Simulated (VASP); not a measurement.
The system is Li.

```xyz
3
Lattice="4.9612 0.0000 0.0000 -2.4806 4.2965 0.0000 0.0000 0.0000 3.0412" Properties=species:S:1:pos:R:3 pbc="T T T"
Li    0.0000    0.0000    0.0000
Li    0.0000    2.8644    1.5206
Li    2.4806    1.4322    1.5206
```

This isn't the form of Li at room conditions, which is bcc.

| Item | Value |
| --- | --- |
| Program | VASP 6.6.1 |
| Task | relaxation of cell and atoms |
| Functional | PBEsol |
| Potentials or basis | VASP PAW PBE potentials, release 64 (Li_sv) |
| Cutoff | 600 eV |
| k mesh | 7 × 7 × 10 |
| Occupations | fermi-dirac, width 0.1 eV |
| Spin | no spin polarisation |

At the start: pressure -0.9 GPa; volume 21.61 Å³/atom.

Task: Where does the relaxation end?

Result: Over 7 steps the energy falls by 7.1 meV/atom and the volume is 19.97 Å³/atom (-7.6 %); space group P6/mmm (No. 191, to 0.1 Å) before and after.

Step by step:
```
step  energy change (eV)  largest force (eV/Å)  pressure (GPa)  volume (Å³)
   1              0.0000                0.0000           -0.87        64.83
   2             -0.0074                0.0000           -0.69        63.73
   3             -0.0201                0.0000           -0.11        60.51
   4             -0.0209                0.0000            0.13        59.44
   5             -0.0209                0.0000            0.09        59.58
   6             -0.0212                0.0000            0.06        59.71
   7             -0.0214                0.0000            0.01        59.91
```

Final structure:
```xyz
3
Lattice="4.9082 0.0000 0.0000 -2.4541 4.2506 0.0000 0.0000 0.0000 2.8718" Properties=species:S:1:pos:R:3 pbc="T T T"
Li    0.0000    0.0000    0.0000
Li    0.0000    2.8337    1.4359
Li    2.4541    1.4169    1.4359
```

Caveat: the cutoff is under 1.25 times the usual one of these potentials, so pressure, stress and relaxed cells hold a basis-set (Pulay) error; the PAW data sets were made with another functional, which shifts forces and pressure a little.
